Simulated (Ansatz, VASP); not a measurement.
**One calculation of PbF2, two programs**

```
Pb F
1.0
     0.00000    2.42819    2.42819
     2.42819    0.00000    2.42819
     2.42819    2.42819    0.00000
Pb F
1 2
Direct
  0.00000 0.00000 0.00000
  0.25000 0.25000 0.25000
  0.75000 0.75000 0.75000
```

Alike in both runs: task relaxation of the atoms; functional PBE; k mesh 8 × 8 × 8; occupations fermi-dirac, width 0.03 eV; no spin polarisation.

|  | VASP | Ansatz |
| --- | --- | --- |
| version | VASP 6.6.1 | Ansatz 0.2.0 |
| potentials or method | VASP PAW PBE potentials, release 64 (Pb_d, F) | PAW with Ansatz's default frozen-core files, scalar-relativistic |
| plane-wave cutoff (eV) | 520 | 420 |
| valence electrons in the cell | 28 | 28 |

```tsv
	VASP	Ansatz	Ansatz less VASP
gap on the k mesh at the Fermi level, each at its own relaxed structure (eV)	2.76	2.77	+0.003
```

Ansatz's warnings: stress scf threshold loose.

Neither program's run includes spin-orbit coupling. Noted on VASP's run: the relaxation stopped at its first step, so nothing moved.
